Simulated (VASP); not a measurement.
# BaTe (I4/mmm) in VASP: a series of runs

Runs on BaTe. Level: HSE06. Tasks: single point.

All numbers are computed with VASP 6.6.1; they aren't measurements. Logs are shortened: lines on timing, memory, paths and dates and some standing lists are left out, and cuts for length are marked.

## 1. The cell of the first run

Symmetry: I4/mmm, No. 139, tetragonal system. Conventional cell: a = 5.245 Å, b = 5.245 Å, c = 6.969 Å, α = 90.00°, β = 90.00°, γ = 90.00°. Within 4.6 Å of Ba (site symmetry 4/mmm) lie 6 Te at 3.48 to 3.71 Å. Within 4.6 Å of Te (site symmetry 4/mmm) lie 6 Ba at 3.48 to 3.71 Å.

## 2. Single point, HSE06 (epitaxial xy strain +5.0%)

POSCAR

```
BaTe
1.0
    0.0000000000      3.7090061762      3.4846684716
    3.7090061762      0.0000000000      3.4846684716
    3.7090061762      3.7090061762      0.0000000000
Ba Te
1 1
Direct
    0.0000000000      0.0000000000      0.0000000000
    0.5000000000      0.5000000000      0.5000000000
```

INCAR.step1

```
PREC     = Accurate       # precision mode
ENCUT    = 520            # plane-wave cutoff, eV
EDIFF    = 1E-5           # SCF threshold, eV
ISMEAR   = 0              # smearing method
SIGMA    = 0.01           # smearing width, eV
LREAL    = False          # projectors in reciprocal space
LASPH    = True           # aspherical terms in the spheres
NELM     = 100            # most SCF steps
ALGO     = Normal         # electronic algorithm
ISIF     = 2              # what is computed and relaxed
LWAVE    = True           # write WAVECAR
LCHARG   = False          # write CHGCAR
NBANDS   = 15             # bands
GGA      = PE             # functional
```

INCAR.step2

```
PREC     = Accurate       # precision mode
ENCUT    = 520            # plane-wave cutoff, eV
EDIFF    = 1E-6           # SCF threshold, eV
ISMEAR   = 0              # smearing method
SIGMA    = 0.01           # smearing width, eV
LREAL    = False          # projectors in reciprocal space
LASPH    = True           # aspherical terms in the spheres
NELM     = 100            # most SCF steps
ALGO     = Normal         # electronic algorithm
ISIF     = 2              # what is computed and relaxed
LWAVE    = False          # write WAVECAR
LCHARG   = False          # write CHGCAR
GGA      = PE             # functional
LHFCALC  = True           # exact exchange
HFSCREEN = 0.2079         # screening, 1/A
PRECFOCK = Normal       
NBANDS   = 15             # bands
ISTART   = 1
```

KPOINTS

```
regular mesh
0
Gamma
  4 4 4
```

Potentials or basis: VASP PAW PBE potentials, release 64 (Ba_sv, Te).

Started as:

```sh
cat potpaw_PBE.64/Ba_sv/POTCAR potpaw_PBE.64/Te/POTCAR > POTCAR
cp INCAR.step1 INCAR
mpirun -np 1 vasp_std > vasp.out
cp INCAR.step2 INCAR
mpirun -np 1 vasp_std > vasp.out
```

OUTCAR:

```text
PREC = Accurate
   ENCUT = 520
   EDIFF = 1E-6
   ISMEAR = 0
   LREAL = False
   LASPH = True
   NELM = 100
   ISIF = 2
   GGA = PE
   LHFCALC = True
   HFSCREEN = 0.2079
   PRECFOCK = Normal
   ISTART = 1

 ion  position               nearest neighbor table
   1  0.000  0.000  0.000-   2 3.48   2 3.48   2 3.71   2 3.71   2 3.71   2 3.71
   2  0.500  0.500  0.500-   1 3.48   1 3.48   1 3.71   1 3.71   1 3.71   1 3.71

  LATTYP: Found a body centered tetragonal cell.
 ALAT       =     5.2453268373
 C/A-ratio  =     1.3286754399

  Lattice vectors:

 A1 = (   0.0000000000,  -3.7090061762,  -3.4846684716)
 A2 = (   0.0000000000,   3.7090061762,  -3.4846684716)
 A3 = (   3.7090061762,   0.0000000000,   3.4846684716)

Analysis of symmetry for initial positions (statically):
=====================================================================
 Subroutine PRICEL returns:
 Original cell was already a primitive cell.

 Routine SETGRP: Setting up the symmetry group for a
 body centered tetragonal supercell.

 Subroutine GETGRP returns: Found 16 space group operations
 (whereof 16 operations were pure point group operations)
 out of a pool of 16 trial point group operations.

The static configuration has the point symmetry D_4h.

Analysis of symmetry for dynamics (positions and initial velocities):
=====================================================================
 Subroutine PRICEL returns:
 Original cell was already a primitive cell.

 Routine SETGRP: Setting up the symmetry group for a
 body centered tetragonal supercell.

 Subroutine GETGRP returns: Found 16 space group operations
 (whereof 16 operations were pure point group operations)
 out of a pool of 16 trial point group operations.

The dynamic configuration has the point symmetry D_4h.

 Subroutine INISYM returns: Found 16 space group operations
 (whereof 16 operations are pure point group operations),
 and found     1 'primitive' translations

----------------------------------------------------------------------------------------

                                     Primitive cell

  volume of cell :      95.8753

  direct lattice vectors                    reciprocal lattice vectors
     0.000000000  3.709006176  3.484668472    -0.134807001  0.134807001  0.143485673
     3.709006176  0.000000000  3.484668472     0.134807001 -0.134807001  0.143485673
     3.709006176  3.709006176  0.000000000     0.134807001  0.134807001 -0.143485673

  length of vectors
     5.089169006  5.089169006  5.245326837     0.238608452  0.238608452  0.238608452

  position of ions in fractional coordinates (direct lattice)
     0.000000000  0.000000000  0.000000000
     0.500000000  0.500000000  0.500000000

  ion indices of the primitive-cell ions
   primitive index   ion index
                 1           1
                 2           2

----------------------------------------------------------------------------------------

 KPOINTS: regular mesh

Automatic generation of k-mesh.
 Grid dimensions read from file:
 generate k-points for:    4    4    4

 Generating k-lattice:

  Cartesian coordinates                     Fractional coordinates (reciprocal lattice)
    -0.033701750  0.033701750  0.035871418     0.250000000  0.000000000  0.000000000
     0.033701750 -0.033701750  0.035871418     0.000000000  0.250000000  0.000000000
     0.033701750  0.033701750 -0.035871418     0.000000000  0.000000000  0.250000000

  Length of vectors
     0.059652113  0.059652113  0.059652113

  Shift w.r.t. Gamma in fractional coordinates (k-lattice)
     0.000000000  0.000000000  0.000000000

 Subroutine IBZKPT returns following result:
 ===========================================

 Found     13 irreducible k-points:

 Following reciprocal coordinates:
            Coordinates               Weight
  0.000000  0.000000  0.000000      1.000000
  0.250000  0.000000  0.000000      8.000000
  0.500000  0.000000  0.000000      4.000000
  0.250000  0.250000  0.000000      2.000000
  0.500000  0.250000  0.000000      8.000000
 -0.250000  0.250000  0.000000      4.000000
  0.500000  0.500000  0.000000      1.000000
  0.250000  0.000000  0.250000      4.000000
  0.500000 -0.000000  0.250000     16.000000
 -0.250000  0.000000  0.250000      8.000000
 -0.250000  0.500000  0.250000      4.000000
  0.500000  0.000000  0.500000      2.000000
 -0.250000  0.250000  0.500000      2.000000
   k-points           NKPTS =     13   k-points in BZ     NKDIM =     64   number of bands    NBANDS=     15
   number of dos      NEDOS =    301   number of ions     NIONS =      2
   total plane-waves  NPLWV =  64000
   dimension x,y,z NGX =    40 NGY =   40 NGZ =   40
   dimension x,y,z NGXF=    80 NGYF=   80 NGZF=   80
   ions per type =               1   1
   NGX,Y,Z   is equivalent  to a cutoff of  13.07, 13.07, 12.68 a.u.
   NGXF,Y,Z  is equivalent  to a cutoff of  26.13, 26.13, 25.36 a.u.
 SYSTEM =  unknown system
   PREC   = accura    normal or accurate (medium, high low for compatibility)
   ISTART =      1    job   : 0-new  1-cont  2-samecut
   ICHARG =      0    charge: 1-file 2-atom 10-const
   ISPIN  =      1    spin polarized calculation?
   LNONCOLLINEAR =      F non collinear calculations
   LSORBIT =      F    spin-orbit coupling
   LASPH  =      T    aspherical Exc in radial PAW
   ENCUT  =  520.0 eV  38.22 Ry    6.18 a.u.   9.46  9.46  9.75*2*pi/ulx,y,z
   NELM   =    100;   NELMIN=  2; NELMDL=  0     # of ELM steps
   EDIFF  = 0.1E-05   stopping-criterion for ELM
   LREAL  =      F    real-space projection
   EDIFFG = 0.1E-04   stopping-criterion for IOM
   NSW    =      0    number of steps for IOM
   IBRION =     -1    ionic relax: 0-MD 1-quasi-New 2-CG
   NFREE  =      0    steps in history (QN), initial steepest desc. (CG)
   ISIF   =      2    stress and relaxation
   ISYM   =      3    0-nonsym 1-usesym 2-fastsym
   POTIM  = 0.5000    time-step for ionic-motion
   TEBEG  =    0.0;   TEEND  =   0.0 temperature during run
   PSTRESS=    0.0 pullay stress
   NELECT =      16.0000    total number of electrons
   NUPDOWN=      -1.0000    fix difference up-down
   EMIN   =  10.00;   EMAX   =-10.00  energy-range for DOS
   EFERMI =   0.00;   METHOD = LEGACY
   ISMEAR =     0;   SIGMA  =   0.01  broadening in eV -4-tet -1-fermi 0-gaus
   EFERMI_NEDOS =   21; number of points for ismear=-14 and -15
   IALGO  =     38    algorithm
   IMIX   =      1    mixing-type and parameters
     AMIX     =   0.40;   BMIX     =  1.00
     AMIX_MAG =   1.60;   BMIX_MAG =  1.00
  volume/ion in A,a.u.               =      47.94       323.50
  Fermi-wavevector in a.u.,A,eV,Ry     =   0.901321  1.703249 11.053085  0.812379
  Thomas-Fermi vector in A             =   2.024387
   LORBIT       =      0    0 simple, 1 ext, 2 COOP (PROOUT), +10 PAW based schemes
   GGA     = PE    functional components
   LHFCALC =     T    Hartree Fock is set to
   PRECFOCK=normal    Normal, Fast or Accurate (Low or Medium for compatibility)
   ENCUT4O =  -1.0   cutoff for four orbital integrals eV
   NKREDX  =     1    reduce k-point grid by
   NKREDY  =     1    reduce k-point grid by
   NKREDZ  =     1    reduce k-point grid by
   AEXX    =    0.2500 exact exchange contribution
   HFSCREEN=    0.2079 screening length (either q_TF or 0.3 A-1)
   HFSCREENC=   0.2079 screening length for correlation (either q_TF or 0.3 A-1)
   ENCUTFOCK=  -1.0 apply spherical cutoff to Coloumb kernel
   IVDW    =     0    specifies the selected vdW correction
   LEPSILON=     F    determine dielectric tensor
   LRPA    =     F    only Hartree local field effects (RPA)
 non-spin polarized calculation
 Gauss-broadening in eV      SIGMA  =   0.01
  energy-cutoff  :      520.00
  volume of cell :       95.88
 maximum number of plane-waves:      2613
 NGX is ok and might be reduce to    40
  NGX = 30; NGY = 30; NGZ = 30

 number of electron      16.0000000 magnetization

 Free energy of the ion-electron system (eV)
  ---------------------------------------------------
  ext. energy  EPLUGINS =         0.00000000
  ---------------------------------------------------
  free energy    TOTEN  =        -9.71264224 eV

  energy without entropy =       -9.71264224  energy(sigma->0) =       -9.71264224

 E-fermi :   1.2775     XC(G=0):  -6.5641

 val. band max:        1.1751674732   @ k =   0.0000   0.0000   0.0000
 cond. band min:       3.5584088089   @ k =   0.5000   0.5000   0.0000
 fundamental gap:      2.3832413357
 Fermi energy:         1.2775148174

 k-point     1 :       0.0000    0.0000    0.0000
  band No.  band energies     occupation
      1     -28.1210      2.00000
      2     -12.1946      2.00000
      3     -12.1898      2.00000
      4     -12.1897      2.00000
      5      -9.0425      2.00000
      6       1.0850      2.00000
      7       1.0850      2.00000
      8       1.1752      2.00000
      9       4.2434      0.00000
     10       4.8077      0.00000
     11       4.8077      0.00000
     12       5.1751      0.00000
     13       5.3256      0.00000
     14       5.6845      0.00000
     15       8.9004      0.00000

 k-point     2 :       0.2500    0.0000    0.0000
  band No.  band energies     occupation
      1     -28.1169      2.00000
      2     -12.3483      2.00000
      3     -12.1983      2.00000
      4     -12.1903      2.00000
      5      -8.7443      2.00000
      6      -0.1462      2.00000
      7       0.5449      2.00000
      8       0.5507      2.00000
      9       4.9567      0.00000
     10       5.5422      0.00000
     11       5.6681      0.00000
     12       6.1105      0.00000
     13       6.6188      0.00000
     14       7.2016      0.00000
     15       9.8776      0.00000
[... 167 lines left out ...]
      3     -12.2594      2.00000
      4     -12.2310      2.00000
      5      -8.8441      2.00000
      6      -0.1443      2.00000
      7       0.7324      2.00000
      8       0.7668      2.00000
      9       3.5743      0.00000
     10       5.9301      0.00000
     11       6.4723      0.00000
     12       7.1874      0.00000
     13       7.3952      0.00000
     14       7.6697      0.00000
     15       9.3587      0.00000

 k-point    13 :      -0.2500    0.2500    0.5000
  band No.  band energies     occupation
      1     -28.1109      2.00000
      2     -12.3291      2.00000
      3     -12.2820      2.00000
      4     -12.2820      2.00000
      5      -8.6083      2.00000
      6      -0.2248      2.00000
      7       0.1083      2.00000
      8       0.1083      2.00000
      9       5.6843      0.00000
     10       5.6843      0.00000
     11       6.3282      0.00000
     12       6.5897      0.00000
     13       7.4145      0.00000
     14       9.8674      0.00000
     15       9.8674      0.00000

------------------------ aborting loop because EDIFF is reached ----------------------------------------

  FORCE on cell =-STRESS in cart. coord.  units (eV):
  Direction    XX          YY          ZZ          XY          YZ          ZX
  --------------------------------------------------------------------------------------
  -------------------------------------------------------------------------------------
  Total       -1.6640959     -1.6640959      0.0036099      0.0000000      0.0000000      0.0000000
  in kB      -27.8088070    -27.8088070      0.0603251      0.0000000      0.0000000      0.0000000
  external PRESSURE =     -18.5190963 kB  Pullay stress =       0.0000000 kB

 VOLUME and BASIS-vectors are now :
 -----------------------------------------------------------------------------
  energy-cutoff  :      520.00
  volume of cell :       95.88
      direct lattice vectors                 reciprocal lattice vectors
     0.000000000  3.709006176  3.484668472    -0.134807001  0.134807001  0.143485673
     3.709006176  0.000000000  3.484668472     0.134807001 -0.134807001  0.143485673
     3.709006176  3.709006176  0.000000000     0.134807001  0.134807001 -0.143485673

 POSITION                                       TOTAL-FORCE (eV/Angst)
 -----------------------------------------------------------------------------------
      0.00000      0.00000      0.00000         0.000000      0.000000      0.000000
      3.70901      3.70901      3.48467         0.000000      0.000000     -0.000000
 -----------------------------------------------------------------------------------
    total drift:                                0.000000      0.000000      0.000006

  FREE ENERGIE OF THE ION-ELECTRON SYSTEM (eV)
  ---------------------------------------------------
  free  energy   TOTEN  =        -9.7126422364 eV

  energy  without entropy=       -9.7126422364  energy(sigma->0) =       -9.71264224
```

It took 12 min on 1 thread of Intel Xeon Platinum 8488C (Sapphire Rapids), shared host; peak memory 0.36 GiB.

What came out:

```yaml
Free_energy: -9.7126 eV
Pressure: -1.9 GPa
Band_gap_on_the_k_mesh: 2.38 eV (least direct gap 2.81 eV)
```

Stress tensor (GPa, compression positive):
```
-2.78  0.00  0.00
 0.00 -2.78  0.00
 0.00  0.00  0.01
```

Caveat: the cell differs from its parent crystal (epitaxial xy strain +5.0%); the PAW data sets were made with another functional, which shifts forces and pressure a little; spin-orbit coupling is left out, which moves the levels of the heavy elements. A k mesh can miss the band edges.

## 3. Single point, HSE06 (epitaxial xy strain +3.0%)

POSCAR

```
BaTe
1.0
    0.0000000000      3.6383584395      3.5033386480
    3.6383584395      0.0000000000      3.5033386480
    3.6383584395      3.6383584395      0.0000000000
Ba Te
1 1
Direct
    0.0000000000      0.0000000000      0.0000000000
    0.5000000000      0.5000000000      0.5000000000
```

INCAR.step1

```
SYSTEM = BaTe
PREC = Accurate ; ENCUT = 520
EDIFF = 1E-5 ; ISMEAR = 0
SIGMA = 0.01 ; LREAL = .FALSE.
LASPH = .TRUE. ; NELM = 60
ALGO = Normal ; ISIF = 2
LWAVE = .TRUE. ; LCHARG = .FALSE.
NBANDS = 15 ; GGA = PE
```

INCAR.step2

```
SYSTEM = BaTe
PREC = Accurate ; ENCUT = 520
EDIFF = 1E-6 ; ISMEAR = 0
SIGMA = 0.01 ; LREAL = .FALSE.
LASPH = .TRUE. ; NELM = 60
ALGO = Normal ; ISIF = 2
LWAVE = .FALSE. ; LCHARG = .FALSE.
GGA = PE ; LHFCALC = .TRUE.
HFSCREEN = 0.2079 ; PRECFOCK = Normal
NBANDS = 15 ; ISTART = 1
```

KPOINTS

```
Automatic mesh
0
G
  4 4 4
  0 0 0
```

Potentials or basis: VASP PAW PBE potentials, release 64 (Ba_sv, Te).

Started as:

```sh
cat potpaw_PBE.64/Ba_sv/POTCAR potpaw_PBE.64/Te/POTCAR > POTCAR
cp INCAR.step1 INCAR
mpirun -np 1 vasp_std > vasp.out
cp INCAR.step2 INCAR
mpirun -np 1 vasp_std > vasp.out
```

OUTCAR:

```text
SYSTEM = BaTe
   PREC = Accurate
   ENCUT = 520
   EDIFF = 1E-6
   ISMEAR = 0
   LREAL = .FALSE.
   LASPH = .TRUE.
   NELM = 60
   ISIF = 2
   GGA = PE
   LHFCALC = .TRUE.
   HFSCREEN = 0.2079
   PRECFOCK = Normal
   ISTART = 1

 ion  position               nearest neighbor table
   1  0.000  0.000  0.000-   2 3.50   2 3.50   2 3.64   2 3.64   2 3.64   2 3.64
   2  0.500  0.500  0.500-   1 3.50   1 3.50   1 3.64   1 3.64   1 3.64   1 3.64

  LATTYP: Found a body centered tetragonal cell.
 ALAT       =     5.1454158499
 C/A-ratio  =     1.3617319767

  Lattice vectors:

 A1 = (   0.0000000000,  -3.6383584395,  -3.5033386480)
 A2 = (   0.0000000000,   3.6383584395,  -3.5033386480)
 A3 = (   3.6383584395,   0.0000000000,   3.5033386480)

Analysis of symmetry for initial positions (statically):
=====================================================================
 Subroutine PRICEL returns:
 Original cell was already a primitive cell.

 Routine SETGRP: Setting up the symmetry group for a
 body centered tetragonal supercell.

 Subroutine GETGRP returns: Found 16 space group operations
 (whereof 16 operations were pure point group operations)
[... 174 lines left out ...]
      5      -8.9223      2.00000
      6       1.2746      2.00000
      7       1.2746      2.00000
      8       1.3379      2.00000
      9       4.5950      0.00000
     10       5.0260      0.00000
     11       5.0260      0.00000
     12       5.2575      0.00000
     13       5.5768      0.00000
     14       5.7812      0.00000
[... 203 lines left out ...]
      2     -12.0660      2.00000
      3     -12.0298      2.00000
      4     -12.0298      2.00000
      5      -8.4826      2.00000
      6      -0.0302      2.00000
      7       0.2824      2.00000
      8       0.2824      2.00000
      9       5.7854      0.00000
     10       5.7854      0.00000
     11       6.6770      0.00000
     12       6.9705      0.00000
     13       7.7739      0.00000
     14      10.3335      0.00000
     15      10.3433      0.00000

------------------------ aborting loop because EDIFF is reached ----------------------------------------

  FORCE on cell =-STRESS in cart. coord.  units (eV):
  Direction    XX          YY          ZZ          XY          YZ          ZX
  --------------------------------------------------------------------------------------
  -------------------------------------------------------------------------------------
  Total       -1.1110658     -1.1110658     -0.0045126      0.0000000      0.0000000      0.0000000
  in kB      -19.1923108    -19.1923108     -0.0779496      0.0000000      0.0000000      0.0000000
  external PRESSURE =     -12.8208571 kB  Pullay stress =       0.0000000 kB

 VOLUME and BASIS-vectors are now :
 -----------------------------------------------------------------------------
  energy-cutoff  :      520.00
  volume of cell :       92.75
      direct lattice vectors                 reciprocal lattice vectors
     0.000000000  3.638358440  3.503338648    -0.137424613  0.137424613  0.142721001
     3.638358440  0.000000000  3.503338648     0.137424613 -0.137424613  0.142721001
     3.638358440  3.638358440  0.000000000     0.137424613  0.137424613 -0.142721001

 POSITION                                       TOTAL-FORCE (eV/Angst)
 -----------------------------------------------------------------------------------
      0.00000      0.00000      0.00000         0.000000      0.000000      0.000000
      3.63836      3.63836      3.50334         0.000000      0.000000     -0.000000
 -----------------------------------------------------------------------------------
    total drift:                               -0.000000     -0.000000      0.000000

  FREE ENERGIE OF THE ION-ELECTRON SYSTEM (eV)
  ---------------------------------------------------
  free  energy   TOTEN  =        -9.7662013624 eV

  energy  without entropy=       -9.7662013624  energy(sigma->0) =       -9.76620136
```

It took 19 min on 1 thread of Intel Xeon Platinum 8259CL at 2.50GHz (Skylake/Cascade Lake), shared host; peak memory 0.36 GiB.

Results:

| Quantity | Value |
| --- | --- |
| Free energy | -9.7662 eV |
| Pressure | -1.3 GPa |
| Band gap on the k mesh | 2.35 eV (least direct gap 2.78 eV) |

Stress tensor (GPa, compression positive):
```
-1.92  0.00  0.00
 0.00 -1.92  0.00
 0.00  0.00 -0.01
```

Caveat: the cell differs from its parent crystal (epitaxial xy strain +3.0%); the PAW data sets were made with another functional, which shifts forces and pressure a little; spin-orbit coupling is left out, which moves the levels of the heavy elements. A k mesh can miss the band edges.
